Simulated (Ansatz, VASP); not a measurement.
Na: VASP beside Ansatz

```xyz
2
Lattice="3.7417 0.0000 0.0000 -1.8709 3.2404 0.0000 0.0000 0.0000 6.1127" Properties=species:S:1:pos:R:3 pbc="T T T"
Na    0.0000    2.1603    1.5282
Na    1.8709    1.0801    4.5845
```

Change from the starting cell: volume scaled by 0.98, PAW files.

Alike in both runs: task electric field gradients; functional LDA; k mesh 11 × 11 × 6; occupations fermi-dirac, width 0.05 eV; no spin polarisation.

|  | VASP | Ansatz |
| --- | --- | --- |
| version | VASP 6.6.1 | Ansatz 0.2.0 |
| potentials or method | VASP PAW LDA potentials, release 64 (Na_pv) | PAW with Ansatz's default frozen-core files, scalar-relativistic |
| plane-wave cutoff (eV) | 520 | 420 |
| valence electrons in the cell | 14 | 18 |

VASP gave:

```
pressure (GPa)                                                : -0.8
traceless stress, the component that is largest in VASP (GPa) : 0.19
size of Vzz on the site where it differs most (V/Å²)          : 0.5
```

What did Ansatz give for the same quantities?

Pressure (GPa): -0.8; traceless stress, the component that is largest in VASP (GPa): 0.19; size of Vzz on the site where it differs most (V/Å²): 0.4.

LDA's correlation is that of Perdew and Zunger in VASP and of Perdew and Wang (1992) in Ansatz. VASP's potentials hold 14 valence electrons a cell and Ansatz's 18, so a difference there can come from the potentials and not from the codes.
